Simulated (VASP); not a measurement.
Write the native input for VASP 6.6.1 that does the following.

* Task: single point
* Functional: PBEsol
* Potentials or basis: VASP PAW PBE potentials, release 64 (Hf_pv, B)
* Cutoff: 520 eV
* k mesh: 16 × 16 × 12
* Occupations: fermi-dirac, width 0.08 eV
* Spin: no spin polarisation
* Dipole correction: no
* Further INCAR settings: ALGO = Normal; EDIFF = 1e-07; NBANDS = 15

The structure of HfB2 lies in POSCAR:

```
HfB2
1.0
    3.1240837281      0.0000000000      0.0000000000
   -1.5620418641      2.7055358721      0.0000000000
    0.0000000000      0.0000000000      3.4410088493
Hf B
1 2
Direct
    0.0000000000      0.0000000000      0.0000000000
    0.3333333333      0.6666666667      0.5000000000
    0.6666666667      0.3333333333      0.5000000000
```

The input as run:

INCAR

```
SYSTEM = HfB2
PREC = Accurate ; ENCUT = 520
EDIFF = 1E-7 ; ISMEAR = -1
SIGMA = 0.08 ; LREAL = .FALSE.
LASPH = .TRUE. ; NELM = 100
ALGO = Normal ; ISIF = 2
LWAVE = .FALSE. ; LCHARG = .FALSE.
GGA = PS ; NBANDS = 15
```

KPOINTS

```
regular mesh
0
G
  16 16 12
  0 0 0
```

Potentials or basis: VASP PAW PBE potentials, release 64 (Hf_pv, B).

Launch:

```console
$ cat potpaw_PBE.64/Hf_pv/POTCAR potpaw_PBE.64/B/POTCAR > POTCAR
$ mpirun -np 1 vasp_std > vasp.out
```

It gave:

```
Pressure               : 1.0 GPa
Band gap on the k mesh : zero (bands 8 and 9 overlap by 1.18 eV)
```

Caveat: the PAW data sets were made with another functional, which shifts forces and pressure a little; spin-orbit coupling is left out, which moves the levels of the heavy elements.

It took 100 s on 1 thread of Intel Xeon 8259CL, with other jobs on the host, peak memory 0.22 GiB.
